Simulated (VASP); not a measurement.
# C in VASP: notebook, part 2 of 3

VASP 6.6.1. The steps go on from the part before.

## 3. Relaxation of cell and atoms, PBE+D3(BJ), target pressure 60 GPa, at which the enthalpy is minimised

This run uses another cell than the first one, of 6.27 Å³/atom.

The input, INCAR:

```
SYSTEM = C
PREC     = Accurate       ! precision mode
ENCUT    = 600            ! plane-wave cutoff, eV
EDIFF    = 1E-7           ! SCF threshold, eV
ISMEAR   = 0              ! smearing method
SIGMA    = 0.1            ! smearing width, eV
LREAL    = .FALSE.        ! projectors in reciprocal space
LASPH    = .TRUE.         ! aspherical terms in the spheres
NELM     = 60             ! most SCF steps
ALGO     = Normal         ! electronic algorithm
ISIF     = 3              ! what is computed and relaxed
LWAVE    = .FALSE.        ! write WAVECAR
LCHARG   = .FALSE.        ! write CHGCAR
GGA      = PE             ! functional
IVDW     = 12             ! dispersion correction
IBRION   = 2              ! ionic algorithm
NSW      = 70             ! ionic steps
EDIFFG   = -0.008         ! ionic threshold
PSTRESS  = 600.0
```

The input, KPOINTS:

```
regular mesh
0
G
  24 24 8
  0 0 0
```

The input, POSCAR:

```
C
1.0
    2.3597260605      0.0000000000      0.0000000000
   -1.1798630302      2.0435827143      0.0000000000
    0.0000000000      0.0000000000      5.2049284428
C
4
Direct
    0.0000000000      0.0000000000      0.7500000000
    0.0000000000      0.0000000000      0.2500000000
    0.3333333333      0.6666666667      0.2500000000
    0.6666666667      0.3333333333      0.7500000000
```

Potentials or basis: VASP PAW PBE potentials, release 64 (C).

Started as:

```sh
$ cat potpaw_PBE.64/C/POTCAR > POTCAR
$ mpirun -np 1 vasp_std > vasp.out
```

OUTCAR:

```text
SYSTEM = C
   PREC = Accurate
   ENCUT = 600
   EDIFF = 1E-7
   ISMEAR = 0
   LREAL = .FALSE.
   LASPH = .TRUE.
   NELM = 60
   ISIF = 3
   GGA = PE
   IVDW = 12
   IBRION = 2
   NSW = 70
   EDIFFG = -0.008
   PSTRESS = 600.0
 IVDW          = 12

 ion  position               nearest neighbor table
   1  0.000  0.000  0.750-   4 1.36   4 1.36   4 1.36
   2  0.000  0.000  0.250-   3 1.36   3 1.36   3 1.36
   3  0.333  0.667  0.250-   2 1.36   2 1.36   2 1.36
   4  0.667  0.333  0.750-   1 1.36   1 1.36   1 1.36

  LATTYP: Found a hexagonal cell.
 ALAT       =     2.3597260605
 C/A-ratio  =     2.2057341867

  Lattice vectors:

 A1 = (   2.3597260605,   0.0000000000,   0.0000000000)
 A2 = (  -1.1798630302,   2.0435827143,   0.0000000000)
 A3 = (   0.0000000000,   0.0000000000,   5.2049284428)

Analysis of symmetry for initial positions (statically):
=====================================================================
 Subroutine PRICEL returns:
 Original cell was already a primitive cell.

 Routine SETGRP: Setting up the symmetry group for a
 hexagonal supercell.

 Subroutine GETGRP returns: Found 24 space group operations
 (whereof 12 operations were pure point group operations)
 out of a pool of 24 trial point group operations.

The static configuration has the point symmetry D_3d.
 The point group associated with its full space group is D_6h.
[... 159 lines left out ...]

 number of electron      16.0000000 magnetization

 Free energy of the ion-electron system (eV)
  ---------------------------------------------------
  ext. energy  EPLUGINS =         0.00000000
  ---------------------------------------------------
  free energy    TOTEN  =       -35.54287853 eV

  energy without entropy =      -35.54250891  energy(sigma->0) =      -35.54269372

------------------------ aborting loop because EDIFF is reached ----------------------------------------

 Edisp (eV)   -0.75773

 E8    (eV) :    -0.2191
[... 255 lines left out ...]
--------------------------------------- Ionic step        7  -------------------------------------------

 number of electron      16.0000000 magnetization

 Free energy of the ion-electron system (eV)
  ---------------------------------------------------
  ext. energy  EPLUGINS =         0.00000000
  ---------------------------------------------------
  free energy    TOTEN  =       -35.41432047 eV

  energy without entropy =      -35.41373809  energy(sigma->0) =      -35.41402928

 E-fermi :   8.4937     XC(G=0): -12.6337

 val. band max:        8.4795377547   @ k =   0.3333   0.3333   0.5000
 cond. band min:       8.5080017761   @ k =   0.3333   0.3333   0.3750
 fundamental gap:      0.0284640214
 Fermi energy:         8.4937173130

 k-point     1 :       0.0000    0.0000    0.0000
  band No.  band energies     occupation
      1     -12.8102      2.00000
      2     -10.6887      2.00000
      3      -2.6173      2.00000
      4       4.5056      2.00000
      5       5.4619      2.00000
      6       5.4619      2.00000
      7       5.7110      2.00000
      8       5.7110      2.00000
      9      17.2480      0.00000
     10      17.2480      0.00000
     11      17.5146      0.00000
     12      17.7128      0.00000
[... 331 lines left out ...]
 k-point    24 :       0.4583    0.0417    0.0000
  band No.  band energies     occupation
      1      -7.0506      2.00000
      2      -6.0166      2.00000
      3      -5.2014      2.00000
      4      -4.3488      2.00000
      5       1.4385      2.00000
      6       2.0863      2.00000
      7       3.8351      2.00000
      8       6.1538      2.00000
      9      11.4016      0.00000
     10      12.3761      0.00000
     11      15.7577      0.00000
     12      18.3048      0.00000

 [... further k-points ...]

------------------------ aborting loop because EDIFF is reached ----------------------------------------

 Edisp (eV)   -0.79068

 E8    (eV) :    -0.2285
[... 31 lines left out ...]
  energy  without entropy=      -36.2044154927  energy(sigma->0) =      -36.20470668

  enthalpy is  TOTEN    =       -27.0429979821 eV   P V=        9.1619998921

 reached required accuracy - stopping structural energy minimisation
```

OSZICAR:

```text
N       E                     dE             d eps       ncg     rms          rms(c)
DAV:   1     0.445218847892E+02    0.44522E+02   -0.96167E+03  7352   0.144E+03
[... 67 lines left out ...]
       N       E                     dE             d eps       ncg     rms          rms(c)
DAV:   1    -0.354153514669E+02   -0.38849E-01   -0.71335E-02  8064   0.262E+00    0.172E-01
DAV:   2    -0.354146791546E+02    0.67231E-03   -0.12332E-03  8996   0.308E-01    0.114E-01
DAV:   3    -0.354143227508E+02    0.35640E-03   -0.68862E-04  8756   0.210E-01    0.134E-02
DAV:   4    -0.354143215360E+02    0.12148E-05   -0.18644E-05  8700   0.364E-02    0.693E-03
DAV:   5    -0.354143204628E+02    0.10732E-05   -0.20554E-06  8640   0.126E-02    0.276E-03
DAV:   6    -0.354143204708E+02   -0.79913E-08   -0.69014E-08  5268   0.226E-03
   7 F= -.27042998E+02 E0= -.27042707E+02  d E =-.578327E-03
```

CONTCAR:

```text
C
   1.00000000000000
     2.3909183612537506    0.0000000000135516    0.0000000000000000
    -1.1954591805644783    2.0705960391169991   -0.0000000000000000
    -0.0000000000000000   -0.0000000000000000    4.9418491929558730
  C
     4
Direct
     0.0000000000000000    0.0000000000000000    0.7500000000000000
     0.0000000000000000    0.0000000000000000    0.2500000000000000
     0.3333333332999970    0.6666666667000030    0.2500000000000000
     0.6666666667000030    0.3333333332999970    0.7500000000000000

  0.00000000E+00  0.00000000E+00  0.00000000E+00
  0.00000000E+00  0.00000000E+00  0.00000000E+00
  0.00000000E+00  0.00000000E+00  0.00000000E+00
  0.00000000E+00  0.00000000E+00  0.00000000E+00
```

It took 11 min on 1 thread of Intel Xeon 8259CL, shared host; peak memory 0.23 GiB.

Results:

| Quantity | Value |
| --- | --- |
| Free energy | -36.2050 eV |
| Relaxed volume | 6.12 Å³/atom |
| Relaxed cell | a = 2.391 Å, b = 2.391 Å, c = 4.942 Å, α = 90.00°, β = 90.00°, γ = 120.00° |
| Space group after relaxing (to 0.1 Å) | P6_3/mmc (No. 194) |
| Energy change on relaxing (the run minimises the enthalpy) | +23.9 meV/atom |
| Ionic steps | 7 |
| Pressure after relaxing | 60.0 GPa |
| Band gap on the k mesh | zero (bands 8 and 9 overlap by 0.50 eV) |
| Dispersion energy per atom | -0.198 eV |

Step by step:
| step | energy change (eV) | largest force (eV/Å) | pressure (GPa) | volume (Å³) |
| --- | --- | --- | --- | --- |
| 1 | 0.0000 | 0.0000 | 70.35 | 25.10 |
| 2 | -0.2823 | 0.0000 | 12.50 | 26.53 |
| 3 | -0.2703 | 0.0000 | 49.29 | 25.59 |
| 4 | 0.0598 | 0.0000 | 57.79 | 24.56 |
| 5 | 0.0791 | 0.0000 | 58.26 | 24.51 |
| 6 | 0.1371 | 0.0000 | 63.88 | 24.36 |
| 7 | 0.0956 | 0.0000 | 59.96 | 24.47 |

Final structure:
```
C
1.0
     2.39092    0.00000    0.00000
    -1.19546    2.07060    0.00000
     0.00000    0.00000    4.94185
C
4
Direct
  0.00000 0.00000 0.75000
  0.00000 0.00000 0.25000
  0.33333 0.66667 0.25000
  0.66667 0.33333 0.75000
```

Levels at points of the mesh, in eV from the Fermi level:
| k point | band 4 | band 5 | band 6 | band 7 | band 8 | band 9 | band 10 | band 11 | band 12 |
| --- | --- | --- | --- | --- | --- | --- | --- | --- | --- |
| (0.00, 0.00, 0.00) | -3.99 | -3.03 | -3.03 | -2.78 | -2.78 | 8.75 | 8.75 | 9.02 | 9.22 |
| (0.50, 0.00, 0.00) | -13.21 | -6.91 | -6.29 | -4.56 | -2.50 | 3.06 | 3.76 | 7.05 | 9.62 |
| (0.00, 0.00, 0.50) | -7.90 | -2.91 | -2.91 | -2.91 | -2.91 | 8.95 | 8.95 | 8.95 | 8.95 |
| (0.50, 0.00, 0.50) | -13.91 | -6.61 | -6.61 | -2.41 | -2.41 | 1.73 | 1.73 | 8.20 | 8.20 |

Caveat: the cell is relaxed towards a set pressure, so the run minimises the enthalpy, not the energy.

## 4. Relaxation of cell and atoms, PBE+D3(BJ), target pressure 15 GPa, at which the enthalpy is minimised

This run uses another cell than the first one, of 7.23 Å³/atom.

The input, INCAR:

```
SYSTEM = C
ALGO = Normal ; EDIFF = 1E-6
EDIFFG = -0.008 ; ENCUT = 600
GGA = PE ; IBRION = 2
ISIF = 3 ; ISMEAR = 0
IVDW = 12 ; LASPH = .TRUE.
LCHARG = .FALSE. ; LREAL = .FALSE.
LWAVE = .FALSE. ; NELM = 60
NSW = 70 ; PREC = Accurate
PSTRESS = 150.0 ; SIGMA = 0.1
```

The input, KPOINTS:

```
k-points
0
G
  18 18 8
  0 0 0
```

The input, POSCAR:

```
C
1.0
    2.3903148506      0.0000000000      0.0000000000
   -1.1951574253      2.0700733837      0.0000000000
    0.0000000000      0.0000000000      5.8417774702
C
4
Direct
    0.0000000000      0.0000000000      0.7500024317
    0.0000000000      0.0000000000      0.2499975683
    0.3333333333      0.6666666667      0.2499976021
    0.6666666667      0.3333333333      0.7500023979
```

Potentials or basis: VASP PAW PBE potentials, release 64 (C).

Started as:

```sh
$ cat potpaw_PBE.64/C/POTCAR > POTCAR
$ mpirun -np 1 vasp_std > vasp.out
```

OUTCAR:

```text
SYSTEM = C
   EDIFF = 1E-6
   EDIFFG = -0.008
   ENCUT = 600
   GGA = PE
   IBRION = 2
   ISIF = 3
   ISMEAR = 0
   IVDW = 12
   LASPH = .TRUE.
   LREAL = .FALSE.
   NELM = 60
   NSW = 70
   PREC = Accurate
   PSTRESS = 150.0
 IVDW          = 12

 ion  position               nearest neighbor table
   1  0.000  0.000  0.750-   4 1.38   4 1.38   4 1.38
   2  0.000  0.000  0.250-   3 1.38   3 1.38   3 1.38
   3  0.333  0.667  0.250-   2 1.38   2 1.38   2 1.38
   4  0.667  0.333  0.750-   1 1.38   1 1.38   1 1.38

  LATTYP: Found a hexagonal cell.
 ALAT       =     2.3903148506
 C/A-ratio  =     2.4439363997

  Lattice vectors:

 A1 = (   2.3903148506,   0.0000000000,   0.0000000000)
 A2 = (  -1.1951574253,   2.0700733837,   0.0000000000)
 A3 = (   0.0000000000,   0.0000000000,   5.8417774702)

Analysis of symmetry for initial positions (statically):
[... 406 lines left out ...]
  ---------------------------------------------------
  ext. energy  EPLUGINS =         0.00000000
  ---------------------------------------------------
  free energy    TOTEN  =       -36.51063432 eV

  energy without entropy =      -36.51007287  energy(sigma->0) =      -36.51035359

 E-fermi :   6.3778     XC(G=0): -11.5229

 val. band max:        6.3736116877   @ k =   0.3333   0.3333   0.2500
 cond. band min:       6.3977092574   @ k =   0.3333   0.3333   0.5000
 fundamental gap:      0.0240975697
 Fermi energy:         6.3777859772

 k-point     1 :       0.0000    0.0000    0.0000
  band No.  band energies     occupation
      1     -13.7442      2.00000
      2     -12.7954      2.00000
      3      -3.1525      2.00000
      4       1.0225      2.00000
      5       3.4404      2.00000
      6       3.4404      2.00000
      7       3.5260      2.00000
      8       3.5260      2.00000
      9      12.6451      0.00000
     10      14.9052      0.00000
     11      14.9052      0.00000
     12      15.0942      0.00000
[... 331 lines left out ...]
 k-point    24 :       0.3889    0.1111    0.0000
  band No.  band energies     occupation
      1      -8.8405      2.00000
      2      -8.1451      2.00000
      3      -6.1257      2.00000
      4      -5.5670      2.00000
      5      -0.9777      2.00000
      6      -0.6788      2.00000
      7       2.5475      2.00000
      8       4.8803      2.00000
      9       8.2539      0.00000
     10       9.7154      0.00000
     11      14.8344      0.00000
     12      16.0214      0.00000

 [... further k-points ...]

------------------------ aborting loop because EDIFF is reached ----------------------------------------

 Edisp (eV)   -0.74790

 E8    (eV) :    -0.2157
[... 31 lines left out ...]
  energy  without entropy=      -37.2579772872  energy(sigma->0) =      -37.25825801

  enthalpy is  TOTEN    =       -34.5077633834 eV   P V=        2.7507753489

 reached required accuracy - stopping structural energy minimisation
```

It took 7.8 min on 1 thread of Intel Xeon 8259CL, shared host; peak memory 0.21 GiB.

Results:

```
Free energy                                                : -37.2585 eV
Relaxed volume                                             : 7.35 Å³/atom
Relaxed cell                                               : a = 2.442 Å, b = 2.442 Å, c = 5.688 Å, α = 90.00°, β = 90.00°, γ = 120.00°
Space group after relaxing (to 0.1 Å)                      : P6_3/mmc (No. 194)
Energy change on relaxing (the run minimises the enthalpy) : -50.3 meV/atom
Ionic steps                                                : 11
Pressure after relaxing                                    : 15.0 GPa
Band gap on the k mesh                                     : zero (bands 8 and 9 overlap by 0.16 eV)
Dispersion energy per atom                                 : -0.187 eV
```

The path:
| step | energy change (eV) | largest force (eV/Å) | pressure (GPa) | volume (Å³) |
| --- | --- | --- | --- | --- |
| 1 | 0.0000 | 0.0000 | 39.43 | 28.91 |
| 2 | 0.3842 | 0.0000 | -35.89 | 33.68 |
| 3 | -0.2673 | 0.0000 | 12.04 | 30.19 |
| 4 | -0.2607 | 0.0000 | 13.53 | 30.11 |
| 5 | -0.2584 | 0.0000 | 14.00 | 30.09 |
| 6 | -0.2426 | 0.0000 | 14.39 | 29.87 |
| 7 | -0.1961 | 0.0000 | 15.47 | 29.33 |
| 8 | -0.2008 | 0.0000 | 15.32 | 29.38 |
| 9 | -0.1995 | 0.0000 | 15.41 | 29.36 |
| 10 | -0.2073 | 0.0000 | 13.63 | 29.45 |
| 11 | -0.2012 | 0.0000 | 15.03 | 29.38 |

Final structure:
```xyz
4
Lattice="2.4422 0.0000 0.0000 -1.2211 2.1150 0.0000 0.0000 0.0000 5.6884" Properties=species:S:1:pos:R:3 pbc="T T T"
C     0.0000    0.0000    4.2663
C     0.0000    0.0000    1.4221
C     0.0000    1.4100    1.4221
C     1.2211    0.7050    4.2663
```

Levels at points of the mesh, in eV from the Fermi level:
```csv
k point,band 6,band 7,band 8,band 9,band 10,band 11
"(0.00, 0.00, 0.00)",-2.94,-2.85,-2.85,6.27,8.53,8.53
"(0.50, 0.00, 0.00)",-6.25,-3.41,-2.01,1.95,2.91,7.17
"(0.00, 0.00, 0.50)",-2.89,-2.89,-2.89,8.62,8.62,8.62
"(0.50, 0.00, 0.50)",-6.37,-2.34,-2.34,1.71,1.71,7.72
```

Caveat: the cell is relaxed towards a set pressure, so the run minimises the enthalpy, not the energy.

(Continued in part 3 of 3.)

The gap in the log of VASP goes by the Fermi energy; the results here count the filled bands.